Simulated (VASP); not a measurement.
A run of VASP 6.6.1:

Contents of INCAR:

```
SYSTEM = TaN
ALGO     = Normal         ! electronic algorithm
EDIFF    = 1E-7           ! SCF threshold, eV
ENCUT    = 520            ! plane-wave cutoff, eV
ISIF     = 2              ! what is computed and relaxed
ISMEAR   = -1             ! smearing method
LASPH    = .TRUE.         ! aspherical terms in the spheres
LCHARG   = .TRUE.         ! write CHGCAR
LELF     = .TRUE.         ! ELF
LREAL    = .FALSE.        ! projectors in reciprocal space
LVHAR    = .TRUE.       
LWAVE    = .FALSE.        ! write WAVECAR
NBANDS   = 15             ! bands
NELM     = 100            ! most SCF steps
PREC     = Accurate       ! precision mode
SIGMA    = 0.05           ! smearing width, eV
```

Contents of KPOINTS:

```
k-points
0
G
  10 10 10
  0 0 0
```

Contents of POSCAR:

```
TaN
1.0
    0.0000000000      2.1964814589      2.1964814589
    2.1964814589      0.0000000000      2.1964814589
    2.1964814589      2.1964814589      0.0000000000
Ta N
1 1
Direct
    0.5000000000      0.5000000000      0.5000000000
    0.0000000000      0.0000000000      0.0000000000
```

Potentials or basis: VASP PAW LDA potentials, release 64 (Ta_pv, N).

Run with:

```console
$ cat potpaw_LDA.64/Ta_pv/POTCAR potpaw_LDA.64/N/POTCAR > POTCAR
$ mpirun -np 1 vasp_std > vasp.out
```

Hardware: 1 thread of Intel(R) Xeon(R) 6975P-C (Granite Rapids), with other jobs on the host.

Task: Estimate the wall time of this run.

Result: Run time: 5 s on 1 thread of Intel(R) Xeon(R) 6975P-C (Granite Rapids), with other jobs on the host, peak memory 0.14 GiB. Counts: scf iterations 13, k points 47.
